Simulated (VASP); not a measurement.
Zr: single point with PBE

The system is Zr.

```
CELL_PARAMETERS angstrom
3.23923 0.00000 0.00000
-1.61962 2.80526 0.00000
0.00000 0.00000 5.17222
ATOMIC_POSITIONS crystal
Zr 0.33333 0.66667 0.25000
Zr 0.66667 0.33333 0.75000
```

* Program: VASP 6.6.1
* Task: single point
* Functional: PBE
* Potentials or basis: VASP PAW PBE potentials, release 64 (Zr_sv)
* Cutoff: 500 eV
* k mesh: 6 × 6 × 4
* Occupations: gaussian, width 0.1 eV
* Spin: no spin polarisation
* Dipole correction: no
* Further INCAR settings: ALGO = Normal; EDIFF = 1e-06; NBANDS = 19

The pressure is -0.6 GPa and the band gap on the k mesh is zero (band 12 reaches 9.76 eV, above the bottom of band 13 at 8.85 eV).

Stress tensor (GPa, compression positive):
```
-0.81  0.00  0.00
 0.00 -0.81  0.00
 0.00  0.00 -0.15
```

Levels at points of the mesh, in eV from the Fermi level:
```
           k point  band 9  band 10  band 11  band 12  band 13  band 14  band 15  band 16
(0.00, 0.00, 0.00)   -5.69    -3.06     0.82     0.82     0.93     1.06     1.50     1.50
(0.50, 0.00, 0.00)   -2.58    -2.55    -2.17    -0.28     0.50     0.71     1.38     4.81
(0.00, 0.00, 0.50)   -4.00    -4.00    -0.02    -0.02     0.73     0.73     0.73     0.73
(0.50, 0.00, 0.50)   -2.89    -2.89    -1.09    -1.09     1.54     1.54     2.15     2.15
```

Wall time 5.9 s on 1 thread of Intel(R) Xeon(R) 6975P-C (Granite Rapids), on a shared host, peak memory 0.15 GiB.

Caveat: the k points lie up to 0.37 Å⁻¹ apart.
